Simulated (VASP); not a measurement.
# GaN (F-43m) in VASP: further runs, part 2 of 2

VASP 6.6.1. The steps go on from the part before.

### 4 Relaxation of cell and atoms, r2SCAN

POSCAR

```
GaN
1.0
    0.0000000000      2.2742071969      2.2742071969
    2.2742071969      0.0000000000      2.2742071969
    2.2742071969      2.2742071969      0.0000000000
Ga N
1 1
Direct
    0.0000000000      0.0000000000      0.0000000000
    0.7500000000      0.7500000000      0.7500000000
```

INCAR.step1

```
PREC = Accurate ; ENCUT = 600
ISMEAR = -1 ; SIGMA = 0.02
LREAL = F ; LASPH = T
NELM = 100 ; GGA = PE
ALGO = Normal ; EDIFF = 1E-4
LWAVE = T ; LCHARG = F
```

INCAR.step2

```
PREC = Accurate ; ENCUT = 600
EDIFF = 1E-6 ; ISMEAR = -1
SIGMA = 0.02 ; LREAL = F
LASPH = T ; NELM = 100
ALGO = Normal ; ISIF = 3
LWAVE = F ; LCHARG = F
METAGGA = R2SCAN ; LMIXTAU = T
IBRION = 2 ; NSW = 80
EDIFFG = -0.005 ; ISTART = 1
```

KPOINTS

```
Automatic mesh
0
Gamma
  8 8 8
```

Potentials or basis: VASP PAW PBE potentials, release 64 (Ga_d, N).

The run is started by

```bash
$ cat potpaw_PBE.64/Ga_d/POTCAR potpaw_PBE.64/N/POTCAR > POTCAR
$ cp INCAR.step1 INCAR
$ mpirun -np 1 vasp_std > vasp.out
$ cp INCAR.step2 INCAR
$ mpirun -np 1 vasp_std > vasp.out
```

Run time: 2.1 min. Hardware: 1 thread of Intel Xeon 6975P-C (Granite Rapids), shared host; peak memory 0.17 GiB.

The run converged. Its results:

| Property | Result |
| --- | --- |
| Free energy | -21.8984 eV |
| Relaxed volume | 11.44 Å³/atom |
| Relaxed cell | a = 3.187 Å, b = 3.187 Å, c = 3.187 Å, α = 60.00°, β = 60.00°, γ = 60.00° |
| Space group after relaxing (to 0.05 Å) | F-43m (No. 216) |
| Energy gained by relaxing | 5.3 meV/atom |
| Ionic steps | 4 |
| Pressure after relaxing | -0.1 GPa |
| Band gap on the k mesh | 2.12 eV, direct |

Step by step:
| step | energy change (eV) | largest force (eV/Å) | pressure (GPa) | volume (Å³) |
| --- | --- | --- | --- | --- |
| 1 | 0.0000 | 0.0000 | -5.09 | 23.52 |
| 2 | -0.0005 | 0.0000 | 6.23 | 22.28 |
| 3 | -0.0107 | 0.0000 | 0.19 | 22.86 |
| 4 | -0.0107 | 0.0000 | -0.06 | 22.88 |

Final structure:
```cif
data_structure
_symmetry_space_group_name_H-M 'P 1'
_symmetry_Int_Tables_number 1
_cell_length_a 3.1867
_cell_length_b 3.1867
_cell_length_c 3.1867
_cell_angle_alpha 60.000
_cell_angle_beta 60.000
_cell_angle_gamma 60.000
_cell_volume 22.88
loop_
_atom_site_label
_atom_site_type_symbol
_atom_site_fract_x
_atom_site_fract_y
_atom_site_fract_z
_atom_site_occupancy
Ga1 Ga 0.00000 0.00000 0.00000 1
N1 N 0.75000 0.75000 0.75000 1
```

Levels at points of the mesh, in eV from the valence-band top:
| k point | band 5 | band 6 | band 7 | band 8 | band 9 | band 10 | band 11 | band 12 | band 13 |
| --- | --- | --- | --- | --- | --- | --- | --- | --- | --- |
| (0.00, 0.00, 0.00) | -13.48 | -13.48 | 0.00 | 0.00 | 0.00 | 2.12 | 11.00 | 11.00 | 11.00 |
| (0.50, 0.00, 0.00) | -13.44 | -12.35 | -7.16 | -1.00 | -1.00 | 5.16 | 9.44 | 11.00 | 11.00 |
| (0.50, 0.50, 0.00) | -13.40 | -11.97 | -6.22 | -2.78 | -2.78 | 3.77 | 7.24 | 12.58 | 14.94 |

Caveat: the PAW data sets were made with another functional, which shifts forces and pressure a little. r2SCAN opens gaps a little over a GGA but as a rule still falls short of measured ones.

### 5 Single point, PBE, non-collinear spin, zero start, spin-orbit coupling

This run uses another cell than the first one, of 11.37 Å³/atom, 0.967 times its volume.

INCAR

```
SYSTEM = GaN
PREC = Accurate
ENCUT = 520
EDIFF = 1E-6
ISMEAR = 0
SIGMA = 0.01
LREAL = .FALSE.
LASPH = .TRUE.
NELM = 150
ALGO = Normal
ISIF = 2
LWAVE = .FALSE.
LCHARG = .FALSE.
MAGMOM = 0 0 0 0 0 0
LORBIT = 11
LSORBIT = .TRUE.
GGA_COMPAT = .FALSE.
LORBMOM = .TRUE.
GGA = PE
NBANDS = 30
```

KPOINTS

```
Automatic mesh
0
G
  10 10 10
  0 0 0
```

POSCAR

```
GaN
1.0
    0.0000000000      2.2489526313      2.2489526313
    2.2489526313      0.0000000000      2.2489526313
    2.2489526313      2.2489526313      0.0000000000
Ga N
1 1
Direct
    0.0000000000      0.0000000000      0.0000000000
    0.7500000000      0.7500000000      0.7500000000
```

The run is started by

```bash
$ cat potpaw_PBE.64/Ga_d/POTCAR potpaw_PBE.64/N/POTCAR > POTCAR
$ mpirun -np 1 vasp_ncl > vasp.out
```

It took 38 s on 1 thread of Intel Xeon 6975P-C (Granite Rapids), shared host; peak memory 0.24 GiB.

The run converged. Its results:

```yaml
Free_energy: -12.1436 eV
Pressure: 6.2 GPa
Net_moment: 0.00 μB per cell
Valence_electrons_inside_the_program's_atomic_spheres: Ga 11.88; N 3.75
```

Moments on the atoms (μB; x, y, z):
```
Ga  0.00 0.00 0.00
N   0.00 0.00 0.00
```

### 6 Single point, LDA

This run uses another cell than the first one, of 11.05 Å³/atom, 0.940 times its volume.

INCAR

```
PREC = Accurate
ENCUT = 910
EDIFF = 1E-6
ISMEAR = -1
SIGMA = 0.02
LREAL = F
LASPH = T
NELM = 120
ALGO = Normal
ISIF = 2
LWAVE = F
LCHARG = F
NBANDS = 16
GGA_COMPAT = F
```

KPOINTS

```
regular mesh
0
Gamma
  8 8 8
```

POSCAR

```
GaN
1.0
    0.0000000000      2.2276639322      2.2276639322
    2.2276639322      0.0000000000      2.2276639322
    2.2276639322      2.2276639322      0.0000000000
Ga N
1 1
Direct
    0.0000000000      0.0000000000      0.0000000000
    0.7500000000      0.7500000000      0.7500000000
```

Potentials or basis: VASP PAW LDA potentials, release 64 (Ga_d, N_h).

The run is started by

```bash
$ cat potpaw_LDA.64/Ga_d/POTCAR potpaw_LDA.64/N_h/POTCAR > POTCAR
$ mpirun -np 1 vasp_std > vasp.out
```

It took 11 s on 1 thread of AMD EPYC 9R45 (Zen 5), shared host; peak memory 0.14 GiB.

The run converged. Its results:

* Free energy: -13.9458 eV
* Pressure: 0.9 GPa
* Band gap on the k mesh: 1.97 eV, direct

Levels at points of the mesh, in eV from the valence-band top:
```tsv
k point	band 7	band 8	band 9	band 10	band 11	band 12
(0.00, 0.00, 0.00)	0.00	0.00	0.00	1.97	10.33	10.33
(0.50, 0.00, 0.00)	-7.35	-1.02	-1.02	4.78	8.77	10.38
(0.50, 0.50, 0.00)	-6.35	-2.86	-2.86	3.26	6.69	11.75
```

Caveat: the cutoff is under 1.25 times the usual one of these potentials, so pressure, stress and relaxed cells hold a basis-set (Pulay) error.

### 7 Overview

```csv
task,level,potentials or basis,spin,cell,k mesh,cutoff (eV),smearing,second run,gap on the mesh (eV),pressure (GPa),relaxed volume (Å³/atom)
relaxation of cell and atoms,PBEsol,"VASP PAW PBE potentials, release 64 (Ga_d, N)",off,"relaxed from a = 3.216 Å, angles 60.0°, 2 atoms",8 × 8 × 8,600,fermi-dirac 0.02 eV,-,1.73,-0.1,11.36
relaxation of cell and atoms,LDA,"VASP PAW LDA potentials, release 64 (Ga_d, N)",off,"relaxed from a = 3.216 Å, angles 60.0°, 2 atoms",8 × 8 × 8,600,fermi-dirac 0.02 eV,-,1.94,-0.1,11.12
relaxation of cell and atoms,r2SCAN,"VASP PAW PBE potentials, release 64 (Ga_d, N)",off,"relaxed from a = 3.216 Å, angles 60.0°, 2 atoms",8 × 8 × 8,600,fermi-dirac 0.02 eV,-,2.12,-0.1,11.44
single point,PBE,"VASP PAW PBE potentials, release 64 (Ga_d, N)","non-collinear, zero start, SOC","a = 3.180 Å, angles 60.0°, 2 atoms",10 × 10 × 10,520,gaussian 0.01 eV,-,-,6.2,-
single point,LDA,"VASP PAW LDA potentials, release 64 (Ga_d, N_h)",off,"a = 3.150 Å, angles 60.0°, 2 atoms",8 × 8 × 8,910,fermi-dirac 0.02 eV,hard_potentials,1.97,0.9,-
```

Caveats: the PAW data sets were made with another functional, which shifts forces and pressure a little (some runs); the cutoff is under 1.25 times the usual one of these potentials, so pressure, stress and relaxed cells hold a basis-set (Pulay) error (some runs).

Total energies depend on the potentials used, so only differences within one code and one set of settings carry meaning.
